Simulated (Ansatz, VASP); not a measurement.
**One calculation of Ti, two programs**

```
Ti
1.0
    -1.59997    1.59997    1.55895
     1.59997   -1.59997    1.55895
     1.59997    1.59997   -1.55895
Ti
1
Direct
  0.00000 0.00000 0.00000
```

Change from the starting cell: strain -0.025 along x and y, -0.050 along z, atoms carried along.

Alike in both runs: task single point; functional r2SCAN; k mesh 20 × 20 × 20; occupations gaussian, width 0.15 eV; no spin polarisation.

|  | VASP | Ansatz |
| --- | --- | --- |
| version | VASP 6.6.1 | Ansatz 0.2.0 |
| potentials or method | VASP PAW PBE potentials, release 64 (Ti_sv), cutoff 520 eV | scalar-relativistic, plane waves, PAW |
| valence electrons in the cell | 12 | 12 |

Ansatz gave:

| Property | Result |
| --- | --- |
| gap on the k mesh at the Fermi level (eV) | none |
| pressure (GPa) | 9.4 |
| traceless stress, the component that is largest in VASP (GPa) | -0.66 |

Q: Estimate VASP's values.

A: gap on the k mesh at the Fermi level (eV): none; pressure (GPa): 9.8; traceless stress, the component that is largest in VASP (GPa): -0.67.

VASP's potentials were made for PBE, not for r2SCAN. A gap of «none» marks a metal or a gap that the smearing closes.
